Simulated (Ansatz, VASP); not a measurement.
Br: VASP beside Ansatz

```
CELL_PARAMETERS angstrom
0.00000 2.47858 2.47858
2.47858 0.00000 2.47858
2.47858 2.47858 0.00000
ATOMIC_POSITIONS crystal
Br 0.87500 0.87500 0.87500
Br 0.12500 0.12500 0.12500
```

Change from the starting cell: volume scaled by 0.4, PAW files.

Alike in both runs: task single point; functional LDA; k mesh 11 × 11 × 11; occupations fermi-dirac, width 0.08 eV; no spin polarisation.

|  | VASP | Ansatz |
| --- | --- | --- |
| version | VASP 6.6.1 | Ansatz 0.2.0 |
| potentials or method | VASP PAW LDA potentials, release 64 (Br) | PAW with Ansatz's default frozen-core files, scalar-relativistic |
| plane-wave cutoff (eV) | 520 | 420 |
| valence electrons in the cell | 14 | 14 |

|  | VASP | Ansatz | Ansatz less VASP |
| --- | --- | --- | --- |
| pressure (GPa) | 138.0 | 137.4 | -0.60 |

LDA's correlation is that of Perdew and Zunger in VASP and of Perdew and Wang (1992) in Ansatz. Both programs put the cell under a high pressure, so it lies far from rest at this level.

Noted on VASP's run: the cell as given lies far from equilibrium.
